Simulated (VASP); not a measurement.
# CdS in VASP: further runs

The runs below take CdS through electric field gradients, with PBE.

Program: VASP 6.6.1. These are calculated values, not measurements. Logs are shortened: lines on timing, memory, paths and dates and some standing lists are left out, and cuts for length are marked.

## (1) The cell of the first run

Symmetry: P6_3mc, No. 186, hexagonal system. The conventional cell has a = 4.259 Å, b = 4.259 Å, c = 6.749 Å, α = 90.00°, β = 90.00°, γ = 120.00°. Within 3.4 Å of Cd (site symmetry 3m) lie 4 S at 2.58 to 2.60 Å. S (site symmetry 3m) has 4 Cd at 2.58 to 2.60 Å within 3.4 Å.

## (2) Electric field gradients, PBE (equal xx and yy strain of +3 %)

File INCAR:

```
SYSTEM = CdS
ALGO = Normal
EDIFF = 1E-8
ENCUT = 520
GGA = PE
ISIF = 2
ISMEAR = -1
LASPH = .True.
LCHARG = .False.
LEFG = .True.
LREAL = .False.
LWAVE = .False.
NBANDS = 26
NELM = 100
PREC = Accurate
SIGMA = 0.01
```

File KPOINTS:

```
k-points
0
Gamma
  7 7 4
  0 0 0
```

File POSCAR:

```
CdS
1.0
    4.2588431795      0.0000000000      0.0000000000
   -2.1294215898      3.6882663842      0.0000000000
    0.0000000000      0.0000000000      6.7490000000
Cd S
2 2
Direct
    0.3333333333      0.6666666667      0.0000000000
    0.6666666667      0.3333333333      0.5000000000
    0.3333333333      0.6666666667      0.3850000000
    0.6666666667      0.3333333333      0.8850000000
```

Potentials or basis: VASP PAW PBE potentials, release 64 (Cd, S).

The run is started by

```
$ cat potpaw_PBE.64/Cd/POTCAR potpaw_PBE.64/S/POTCAR > POTCAR
$ mpirun -np 1 vasp_std > vasp.out
```

OUTCAR:

```text
SYSTEM = CdS
   EDIFF = 1E-8
   ENCUT = 520
   GGA = PE
   ISIF = 2
   ISMEAR = -1
   LASPH = .True.
   LREAL = .False.
   NELM = 100
   PREC = Accurate

 ion  position               nearest neighbor table
   1  0.333  0.667  0.000-   4 2.58   4 2.58   4 2.58   3 2.60
   2  0.667  0.333  0.500-   3 2.58   3 2.58   3 2.58   4 2.60
   3  0.333  0.667  0.385-   2 2.58   2 2.58   2 2.58   1 2.60
   4  0.667  0.333  0.885-   1 2.58   1 2.58   1 2.58   2 2.60

  LATTYP: Found a hexagonal cell.
 ALAT       =     4.2588431795
 C/A-ratio  =     1.5847026330

  Lattice vectors:

 A1 = (   4.2588431795,   0.0000000000,   0.0000000000)
 A2 = (  -2.1294215898,   3.6882663842,   0.0000000000)
 A3 = (   0.0000000000,   0.0000000000,   6.7490000000)

Analysis of symmetry for initial positions (statically):
=====================================================================
 Subroutine PRICEL returns:
 Original cell was already a primitive cell.

 Routine SETGRP: Setting up the symmetry group for a
 hexagonal supercell.

 Subroutine GETGRP returns: Found 12 space group operations
 (whereof  6 operations were pure point group operations)
 out of a pool of 24 trial point group operations.

The static configuration has the point symmetry C_3v.
 The point group associated with its full space group is C_6v.

Analysis of symmetry for dynamics (positions and initial velocities):
=====================================================================
 Subroutine PRICEL returns:
 Original cell was already a primitive cell.

 Routine SETGRP: Setting up the symmetry group for a
 hexagonal supercell.

 Subroutine GETGRP returns: Found 12 space group operations
 (whereof  6 operations were pure point group operations)
 out of a pool of 24 trial point group operations.

The dynamic configuration has the point symmetry C_3v.
 The point group associated with its full space group is C_6v.

 Subroutine INISYM returns: Found 12 space group operations
 (whereof  6 operations are pure point group operations),
 and found     1 'primitive' translations

----------------------------------------------------------------------------------------

                                     Primitive cell

  volume of cell :     106.0116

  direct lattice vectors                    reciprocal lattice vectors
     4.258843180  0.000000000  0.000000000     0.234805546  0.135565045  0.000000000
    -2.129421590  3.688266384  0.000000000     0.000000000  0.271130091  0.000000000
     0.000000000  0.000000000  6.749000000     0.000000000  0.000000000  0.148170099

  length of vectors
     4.258843180  4.258843180  6.749000000     0.271130091  0.271130091  0.148170099

  position of ions in fractional coordinates (direct lattice)
     0.333333333  0.666666667  0.000000000
     0.666666667  0.333333333  0.500000000
     0.333333333  0.666666667  0.385000000
     0.666666667  0.333333333  0.885000000

  ion indices of the primitive-cell ions
   primitive index   ion index
                 1           1
                 2           2
                 3           3
                 4           4

----------------------------------------------------------------------------------------

 KPOINTS: k-points

Automatic generation of k-mesh.
 Grid dimensions read from file:
 generate k-points for:    7    7    4

 Generating k-lattice:

  Cartesian coordinates                     Fractional coordinates (reciprocal lattice)
     0.033543649  0.019366435  0.000000000     0.142857143  0.000000000  0.000000000
     0.000000000  0.038732870  0.000000000     0.000000000  0.142857143  0.000000000
     0.000000000  0.000000000  0.037042525     0.000000000  0.000000000  0.250000000

  Length of vectors
     0.038732870  0.038732870  0.037042525

  Shift w.r.t. Gamma in fractional coordinates (k-lattice)
     0.000000000  0.000000000  0.000000000

 Subroutine IBZKPT returns following result:
 ===========================================

 Found     24 irreducible k-points:

 Following reciprocal coordinates:
            Coordinates               Weight
  0.000000  0.000000  0.000000      1.000000
  0.142857  0.000000  0.000000      6.000000
  0.285714  0.000000  0.000000      6.000000
  0.428571  0.000000  0.000000      6.000000
  0.142857  0.142857  0.000000      6.000000
  0.285714  0.142857  0.000000     12.000000
[... 16 lines left out ...]
  0.428571  0.142857  0.500000      6.000000
  0.285714  0.285714  0.500000      6.000000
   k-points           NKPTS =     24   k-points in BZ     NKDIM =     24   number of bands    NBANDS=     26
   number of dos      NEDOS =    301   number of ions     NIONS =      4
   total plane-waves  NPLWV =  51200
   dimension x,y,z NGX =    32 NGY =   32 NGZ =   50
   dimension x,y,z NGXF=    64 NGYF=   64 NGZF=  100
   ions per type =               2   2
   NGX,Y,Z   is equivalent  to a cutoff of  12.49, 12.49, 12.32 a.u.
   NGXF,Y,Z  is equivalent  to a cutoff of  24.98, 24.98, 24.63 a.u.
 SYSTEM =  CdS
   PREC   = accura    normal or accurate (medium, high low for compatibility)
   ISTART =      0    job   : 0-new  1-cont  2-samecut
   ICHARG =      2    charge: 1-file 2-atom 10-const
   ISPIN  =      1    spin polarized calculation?
   LNONCOLLINEAR =      F non collinear calculations
   LSORBIT =      F    spin-orbit coupling
   LASPH  =      T    aspherical Exc in radial PAW
   ENCUT  =  520.0 eV  38.22 Ry    6.18 a.u.   7.92  7.92 12.55*2*pi/ulx,y,z
   NELM   =    100;   NELMIN=  2; NELMDL= -5     # of ELM steps
   EDIFF  = 0.1E-07   stopping-criterion for ELM
   LREAL  =      F    real-space projection
   EDIFFG = 0.1E-06   stopping-criterion for IOM
   NSW    =      0    number of steps for IOM
   IBRION =     -1    ionic relax: 0-MD 1-quasi-New 2-CG
   NFREE  =      0    steps in history (QN), initial steepest desc. (CG)
   ISIF   =      2    stress and relaxation
   ISYM   =      2    0-nonsym 1-usesym 2-fastsym
   POTIM  = 0.5000    time-step for ionic-motion
   TEBEG  =    0.0;   TEEND  =   0.0 temperature during run
   PSTRESS=    0.0 pullay stress
   NELECT =      36.0000    total number of electrons
   NUPDOWN=      -1.0000    fix difference up-down
   EMIN   =  10.00;   EMAX   =-10.00  energy-range for DOS
   EFERMI =   0.00;   METHOD = LEGACY
   ISMEAR =    -1;   SIGMA  =   0.01  broadening in eV -4-tet -1-fermi 0-gaus
   EFERMI_NEDOS =   21; number of points for ismear=-14 and -15
   IALGO  =     38    algorithm
   IMIX   =      4    mixing-type and parameters
     AMIX     =   0.40;   BMIX     =  1.00
     AMIX_MAG =   1.60;   BMIX_MAG =  1.00
  volume/ion in A,a.u.               =      26.50       178.85
  Fermi-wavevector in a.u.,A,eV,Ry     =   1.142154  2.158358 17.749005  1.304515
  Thomas-Fermi vector in A             =   2.278852
   LORBIT       =      0    0 simple, 1 ext, 2 COOP (PROOUT), +10 PAW based schemes
   GGA     = PE    functional components
[... 5 lines left out ...]
 non-spin polarized calculation
  energy-cutoff  :      520.00
  volume of cell :      106.01
 maximum number of plane-waves:      2872
 NGX is ok and might be reduce to    32
   NGX = 15   NGY = 15   NGZ = 25

 number of electron      35.9999994 magnetization

 Free energy of the ion-electron system (eV)
  ---------------------------------------------------
  ext. energy  EPLUGINS =         0.00000000
  ---------------------------------------------------
  free energy    TOTEN  =       -12.28849349 eV

  energy without entropy =      -12.28849349  energy(sigma->0) =      -12.28849349

 E-fermi :   1.0003     XC(G=0):  -8.8366

 val. band max:        0.7850739105   @ k =   0.0000   0.0000   0.0000
 cond. band min:       1.8489616877   @ k =   0.0000   0.0000   0.0000
 fundamental gap:      1.0638877771
 Fermi energy:         1.0002829228

 k-point     1 :       0.0000    0.0000    0.0000
  band No.  band energies     occupation
      1     -11.2169      2.00000
      2     -10.8324      2.00000
      3      -6.7264      2.00000
      4      -6.7264      2.00000
      5      -6.7005      2.00000
      6      -6.6603      2.00000
[... 18 lines left out ...]
     25       8.2112      0.00000
     26       8.4162      0.00000

 k-point     2 :       0.1429    0.0000    0.0000
  band No.  band energies     occupation
      1     -11.1561      2.00000
      2     -10.8070      2.00000
      3      -6.7006      2.00000
      4      -6.7005      2.00000
      5      -6.6575      2.00000
      6      -6.6291      2.00000
[... 18 lines left out ...]
     25       8.2300      0.00000
     26       8.6202      0.00000

 k-point     3 :       0.2857    0.0000    0.0000
  band No.  band energies     occupation
      1     -11.0115      2.00000
      2     -10.7571      2.00000
      3      -6.6566      2.00000
      4      -6.6513      2.00000
      5      -6.5503      2.00000
      6      -6.5475      2.00000
[... 18 lines left out ...]
     25       8.8070      0.00000
     26       9.4163      0.00000

 k-point     4 :       0.4286    0.0000    0.0000
  band No.  band energies     occupation
      1     -10.8784      2.00000
      2     -10.7339      2.00000
      3      -6.6358      2.00000
      4      -6.6238      2.00000
      5      -6.4864      2.00000
      6      -6.4747      2.00000
[... 18 lines left out ...]
     25       9.3011      0.00000
     26      10.1222      0.00000
[... 496 lines left out ...]
      1     -10.8137      2.00000
      2     -10.8137      2.00000
      3      -6.5971      2.00000
      4      -6.5971      2.00000
      5      -6.5629      2.00000
      6      -6.5629      2.00000
[... 18 lines left out ...]
     25       8.9152      0.00000
     26       8.9152      0.00000

 k-point    23 :       0.4286    0.1429    0.5000
  band No.  band energies     occupation
      1     -10.7742      2.00000
      2     -10.7742      2.00000
      3      -6.5907      2.00000
      4      -6.5907      2.00000
      5      -6.5451      2.00000
      6      -6.5451      2.00000
[... 18 lines left out ...]
     25       9.3192      0.00000
     26       9.3192      0.00000

 k-point    24 :       0.2857    0.2857    0.5000
  band No.  band energies     occupation
      1     -10.7652      2.00000
      2     -10.7652      2.00000
      3      -6.5728      2.00000
      4      -6.5728      2.00000
      5      -6.5445      2.00000
      6      -6.5445      2.00000
[... 18 lines left out ...]
     25       9.3319      0.00000
     26       9.3319      0.00000

------------------------ aborting loop because EDIFF is reached ----------------------------------------

  FORCE on cell =-STRESS in cart. coord.  units (eV):
  Direction    XX          YY          ZZ          XY          YZ          ZX
  --------------------------------------------------------------------------------------
  -------------------------------------------------------------------------------------
  Total       -0.6101522     -0.6101522     -0.1033103      0.0000000      0.0000000      0.0000000
  in kB       -9.2213691     -9.2213691     -1.5613522      0.0000000      0.0000000      0.0000000
  external PRESSURE =      -6.6680302 kB  Pullay stress =       0.0000000 kB

 VOLUME and BASIS-vectors are now :
 -----------------------------------------------------------------------------
  energy-cutoff  :      520.00
  volume of cell :      106.01
      direct lattice vectors                 reciprocal lattice vectors
     4.258843180  0.000000000  0.000000000     0.234805546  0.135565045  0.000000000
    -2.129421590  3.688266384  0.000000000     0.000000000  0.271130091  0.000000000
     0.000000000  0.000000000  6.749000000     0.000000000  0.000000000  0.148170099

 POSITION                                       TOTAL-FORCE (eV/Angst)
 -----------------------------------------------------------------------------------
     -0.00000      2.45884      0.00000        -0.000000      0.000000      0.067759
      2.12942      1.22942      3.37450         0.000000     -0.000000      0.067759
     -0.00000      2.45884      2.59836         0.000000     -0.000000     -0.067759
      2.12942      1.22942      5.97286        -0.000000      0.000000     -0.067759
 -----------------------------------------------------------------------------------
    total drift:                               -0.000000      0.000000     -0.000015

  FREE ENERGIE OF THE ION-ELECTRON SYSTEM (eV)
  ---------------------------------------------------
  free  energy   TOTEN  =       -12.2884934936 eV

  energy  without entropy=      -12.2884934936  energy(sigma->0) =      -12.28849349

 Electric field gradients (V/A^2)
---------------------------------------------------------------------
 ion       V_xx      V_yy      V_zz      V_xy      V_xz      V_yz
---------------------------------------------------------------------
   1      -5.757    -5.755    11.512     0.002     0.000    -0.000
   2      -5.757    -5.755    11.512     0.002    -0.000     0.000
   3       5.059     5.059   -10.118     0.000    -0.000     0.000
   4       5.059     5.059   -10.118     0.000     0.000    -0.000
---------------------------------------------------------------------

 Electric field gradients after diagonalization (V/A^2)
 (convention: |V_zz| > |V_xx| > |V_yy|)
----------------------------------------------------------------------
 ion       V_xx      V_yy      V_zz     asymmetry (V_yy - V_xx)/ V_zz
----------------------------------------------------------------------
   1      -5.758    -5.754    11.512       0.000
   2      -5.758    -5.754    11.512       0.000
   3       5.059     5.059   -10.118       0.000
   4       5.059     5.059   -10.118       0.000
----------------------------------------------------------------------

           NMR quadrupolar parameters

 Cq : quadrupolar parameter    Cq=e*Q*V_zz/h
 eta: asymmetry parameters     (V_yy - V_xx)/ V_zz
 Q  : nuclear electric quadrupole moment in mb (millibarn)
----------------------------------------------------------------------
 ion       Cq(MHz)       eta       Q (mb)
----------------------------------------------------------------------
   1       0.028       0.000       1.000
   2       0.028       0.000       1.000
   3      -0.024       0.000       1.000
   4      -0.024       0.000       1.000
----------------------------------------------------------------------
```

It took 25 s on 1 thread of Intel Xeon 6975P-C (Granite Rapids), shared host; peak memory 0.23 GiB.

What came out:

```
Free energy            : -12.2885 eV
Pressure               : -0.7 GPa
Largest force          : 0.068 eV/Å
Band gap on the k mesh : 1.06 eV, direct
```

Forces on the atoms (eV/Å):
```
Cd   0.000  0.000  0.068
Cd   0.000  0.000  0.068
S    0.000  0.000 -0.068
S    0.000  0.000 -0.068
```

Stress tensor (GPa, compression positive):
```
-0.92  0.00  0.00
 0.00 -0.92  0.00
 0.00  0.00 -0.16
```

Electric field gradients, principal values (V/Å²):
| atom | least | middle | greatest (by size) |
| --- | --- | --- | --- |
| 1 Cd | -5.754 | -5.758 | 11.512 |
| 2 Cd | -5.754 | -5.758 | 11.512 |
| 3 S | 5.059 | 5.059 | -10.118 |
| 4 S | 5.059 | 5.059 | -10.118 |

Caveat: the cell differs from its parent crystal (equal xx and yy strain of +3 %); without QUAD_EFG the Cq values of the log hold for a quadrupole moment of 1 mb, not for the nuclei.

(Continued in part 2 of 2.)
